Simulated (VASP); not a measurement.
# GdN (Fm-3m) in VASP: single point with PBE+U

Aim: the single point of GdN with PBE+U.

Everything below comes from runs of VASP 6.6.1. Logs are shortened: lines on timing, memory, paths and dates and some standing lists are left out, and cuts for length are marked.

### Step 1. The cell of the first run

Symmetry: Fm-3m, No. 225, cubic system. The conventional cell has a = 5.002 Å, b = 5.002 Å, c = 5.002 Å, α = 90.00°, β = 90.00°, γ = 90.00°. Within 3.3 Å of Gd (site symmetry m-3m) lie 6 N at 2.50 Å. N (site symmetry m-3m) has 6 Gd at 2.50 Å within 3.3 Å.

### Step 2. Single point, PBE+U

File INCAR:

```
PREC = Accurate
ENCUT = 520
EDIFF = 1E-6
ISMEAR = 0
SIGMA = 0.05
LREAL = F
LASPH = T
NELM = 150
ALGO = Normal
ISIF = 2
LWAVE = F
LCHARG = F
LMAXMIX = 6
LDAU = T
LDAUTYPE = 2
LDAUL = 3 -1
LDAUU = 6 0
LDAUJ = 0 0
LDAUPRINT = 1
GGA = PE
NBANDS = 18
```

File KPOINTS:

```
Automatic mesh
0
Gamma
  10 10 10
```

File POSCAR:

```
GdN
1.0
    0.0000000000      2.5011167844      2.5011167844
    2.5011167844      0.0000000000      2.5011167844
    2.5011167844      2.5011167844      0.0000000000
Gd N
1 1
Direct
    0.5000000000      0.5000000000      0.5000000000
    0.0000000000      0.0000000000      0.0000000000
```

Potentials or basis: VASP PAW PBE potentials, release 64 (Gd, N).

The run is started by

```bash
$ cat potpaw_PBE.64/Gd/POTCAR potpaw_PBE.64/N/POTCAR > POTCAR
$ mpirun -np 1 vasp_std > vasp.out
```

OUTCAR:

```text
PREC = Accurate
   ENCUT = 520
   EDIFF = 1E-6
   ISMEAR = 0
   LREAL = F
   LASPH = T
   NELM = 150
   ISIF = 2
   GGA = PE

 ion  position               nearest neighbor table
   1  0.500  0.500  0.500-   2 2.50   2 2.50   2 2.50   2 2.50   2 2.50   2 2.50
   2  0.000  0.000  0.000-   1 2.50   1 2.50   1 2.50   1 2.50   1 2.50   1 2.50

  LATTYP: Found a face centered cubic cell.
 ALAT       =     5.0022335688

  Lattice vectors:

 A1 = (   0.0000000000,   2.5011167844,   2.5011167844)
 A2 = (   2.5011167844,   0.0000000000,   2.5011167844)
 A3 = (   2.5011167844,   2.5011167844,   0.0000000000)

Analysis of symmetry for initial positions (statically):
=====================================================================
 Subroutine PRICEL returns:
 Original cell was already a primitive cell.

 Routine SETGRP: Setting up the symmetry group for a
 face centered cubic supercell.

 Subroutine GETGRP returns: Found 48 space group operations
 (whereof 48 operations were pure point group operations)
 out of a pool of 48 trial point group operations.

The static configuration has the point symmetry O_h .

Analysis of symmetry for dynamics (positions and initial velocities):
=====================================================================
 Subroutine PRICEL returns:
 Original cell was already a primitive cell.

 Routine SETGRP: Setting up the symmetry group for a
 face centered cubic supercell.

[... 176 lines left out ...]
  o =  0.1792  v =  0.0000  0.0000  0.0000 -0.1356  0.6067 -0.0000 -0.7833  0.0000  0.0000  0.0000  0.0000  0.0000  0.0000  0.0000      0.0000  0.0000  0.0000  0.0000  0.0000  0.0000  0.0000  0.0000  0.0000  0.0000  0.0000  0.0000  0.0000  0.0000
  o =  0.1792  v =  0.0000  0.0000  0.0000  0.0000  0.0000  0.0000  0.0000 -0.7906  0.0000 -0.6124 -0.0000  0.0000 -0.0000 -0.0000      0.0000  0.0000  0.0000  0.0000  0.0000  0.0000  0.0000  0.0000  0.0000  0.0000  0.0000  0.0000  0.0000  0.0000
  o =  0.1792  v = -0.7906  0.0000 -0.6124 -0.0000  0.0000 -0.0000 -0.0000  0.0000  0.0000  0.0000  0.0000  0.0000  0.0000  0.0000      0.0000  0.0000  0.0000  0.0000  0.0000  0.0000  0.0000  0.0000  0.0000  0.0000  0.0000  0.0000  0.0000  0.0000
  o =  0.1792  v =  0.0000  0.0000  0.0000  0.0000  0.0000  0.0000  0.0000  0.0000  0.0000 -0.0000  0.9642  0.1623 -0.0000 -0.2095      0.0000  0.0000  0.0000  0.0000  0.0000  0.0000  0.0000  0.0000  0.0000  0.0000  0.0000  0.0000  0.0000  0.0000
  o =  0.1792  v =  0.0000  0.0000 -0.0000  0.9908  0.0830 -0.0000 -0.1072  0.0000  0.0000  0.0000  0.0000  0.0000  0.0000  0.0000      0.0000  0.0000  0.0000  0.0000  0.0000  0.0000  0.0000  0.0000  0.0000  0.0000  0.0000  0.0000  0.0000  0.0000
  o =  0.9875  v =  0.0000  0.0000  0.0000 -0.0000 -0.0013 -1.0000 -0.0010  0.0000  0.0000  0.0000  0.0000  0.0000  0.0000  0.0000      0.0000  0.0000  0.0000  0.0000  0.0000  0.0000  0.0000  0.0000  0.0000  0.0000  0.0000  0.0000  0.0000  0.0000
  o =  0.9875  v =  0.0000  0.0000  0.0000  0.0000  0.0000  0.0000  0.0000  0.0000 -0.0000  0.0000 -0.0000 -0.0010 -1.0000 -0.0008      0.0000  0.0000  0.0000  0.0000  0.0000  0.0000  0.0000  0.0000  0.0000  0.0000  0.0000  0.0000  0.0000  0.0000
  o =  0.9875  v =  0.0000 -0.0000  0.0000 -0.0000 -0.7906  0.0017 -0.6124  0.0000  0.0000  0.0000  0.0000  0.0000  0.0000  0.0000      0.0000  0.0000  0.0000  0.0000  0.0000  0.0000  0.0000  0.0000  0.0000  0.0000  0.0000  0.0000  0.0000  0.0000
  o =  0.9875  v =  0.0000  0.0000  0.0000  0.0000  0.0000  0.0000  0.0000  0.0000 -0.0000  0.0000 -0.0000 -0.7906  0.0013 -0.6124      0.0000  0.0000  0.0000  0.0000  0.0000  0.0000  0.0000  0.0000  0.0000  0.0000  0.0000  0.0000  0.0000  0.0000
  o =  0.9875  v = -0.6124  0.0000  0.7906  0.0000 -0.0000  0.0000  0.0000  0.0000  0.0000  0.0000  0.0000  0.0000  0.0000  0.0000      0.0000  0.0000  0.0000  0.0000  0.0000  0.0000  0.0000  0.0000  0.0000  0.0000  0.0000  0.0000  0.0000  0.0000
  o =  0.9875  v =  0.0000  0.0000  0.0000  0.0000  0.0000  0.0000  0.0000 -0.6124  0.0000  0.7906  0.0000 -0.0000  0.0000  0.0000      0.0000  0.0000  0.0000  0.0000  0.0000  0.0000  0.0000  0.0000  0.0000  0.0000  0.0000  0.0000  0.0000  0.0000

 number of electron      22.9999991 magnetization

 Free energy of the ion-electron system (eV)
  ---------------------------------------------------
  ext. energy  EPLUGINS =         0.00000000
  ---------------------------------------------------
  free energy    TOTEN  =       -11.94285476 eV

  energy without entropy =      -11.91793551  energy(sigma->0) =      -11.93039514

 E-fermi :   4.3302     XC(G=0): -11.5887

 val. band max:        4.3294009172   @ k =  -0.4000   0.3000   0.1000
 cond. band min:       4.3319348691   @ k =  -0.4000   0.3000   0.0000
 fundamental gap:      0.0025339518
 Fermi energy:         4.3301657055

 k-point     1 :       0.0000    0.0000    0.0000
  band No.  band energies     occupation
      1     -38.6351      2.00000
      2     -15.9756      2.00000
      3     -15.9756      2.00000
      4     -15.9756      2.00000
      5      -9.2854      2.00000
      6      -0.4563      2.00000
[... 481 lines left out ...]
      5      -8.5914      2.00000
      6      -0.5910      2.00000
[... 10 lines left out ...]
     17      10.0649      0.00000
     18      10.6716      0.00000

 [... further k-points ...]

------------------------ aborting loop because EDIFF is reached ----------------------------------------

  FORCE on cell =-STRESS in cart. coord.  units (eV):
  Direction    XX          YY          ZZ          XY          YZ          ZX
  --------------------------------------------------------------------------------------
  -------------------------------------------------------------------------------------
  Total       -1.2711720     -1.2711720     -1.2711720     -0.0000000     -0.0000000      0.0000000
  in kB      -65.0853109    -65.0853109    -65.0853109     -0.0000000     -0.0000000      0.0000000
  external PRESSURE =     -65.0853109 kB  Pullay stress =       0.0000000 kB

 VOLUME and BASIS-vectors are now :
 -----------------------------------------------------------------------------
  energy-cutoff  :      520.00
  volume of cell :       31.29
      direct lattice vectors                 reciprocal lattice vectors
     0.000000000  2.501116784  2.501116784    -0.199910697  0.199910697  0.199910697
     2.501116784  0.000000000  2.501116784     0.199910697 -0.199910697  0.199910697
     2.501116784  2.501116784  0.000000000     0.199910697  0.199910697 -0.199910697

 POSITION                                       TOTAL-FORCE (eV/Angst)
 -----------------------------------------------------------------------------------
      2.50112      2.50112      2.50112        -0.000000      0.000000     -0.000000
      0.00000      0.00000      0.00000         0.000000     -0.000000      0.000000
 -----------------------------------------------------------------------------------
    total drift:                                0.000000      0.000000      0.000000

  FREE ENERGIE OF THE ION-ELECTRON SYSTEM (eV)
  ---------------------------------------------------
  free  energy   TOTEN  =       -11.9428547619 eV

  energy  without entropy=      -11.9179355115  energy(sigma->0) =      -11.93039514
```

stdout:

```text
POSCAR found type information on POSCAR GdN
 POSCAR found :  2 types and       2 ions
 scaLAPACK will be used
 LDA part: xc-table for (Slater+PW92), standard interpolation
 POSCAR, INCAR and KPOINTS ok, starting setup
 FFT: planning ... GRIDC
 FFT: planning ... GRID_SOFT
 FFT: planning ... GRID
 WAVECAR not read
 entering main loop
```

Wall time 2.5 min (1 thread of Intel Xeon Platinum 8259CL at 2.50GHz (Skylake/Cascade Lake), shared host); peak memory 0.19 GiB.

What came out:

```yaml
Free_energy: -11.9429 eV
Pressure: -6.5 GPa
Band_gap_on_the_k_mesh: zero (an odd number of electrons rules out a gap without spin polarisation)
```

Levels at points of the mesh, in eV from the Fermi level:
```
           k point  band 7  band 8  band 9  band 10  band 11  band 12  band 13  band 14  band 15  band 16
(0.00, 0.00, 0.00)   -4.79   -4.79   -1.64    -1.64    -1.64     1.02     1.02     1.02     1.17     2.43
(0.50, 0.00, 0.00)   -4.92   -4.78   -4.73    -3.06    -3.06     0.01     0.09     0.09     1.42     4.79
(0.50, 0.50, 0.00)   -4.95   -4.92   -1.91    -1.31    -1.31    -0.57     0.03     0.47     0.47     1.52
```

Eigenvalues of the final occupation matrices:
| site | spin | trace | eigenvalues |
| --- | --- | --- | --- |
| site 1 f | 1 | 3.50 | 0.00 0.18 0.18 0.18 0.99 0.99 0.99 |
| site 1 f | 2 | 3.50 | 0.00 0.18 0.18 0.18 0.99 0.99 0.99 |

Caveat: the cell stands under tension; spin-orbit coupling is left out, which moves the levels of the heavy elements; the run has no spin polarisation, though such a crystal can be magnetic; U without spin polarisation on a metal has little footing. Spin polarisation is off, so any magnetic state and its effect on volume and gap are missing.
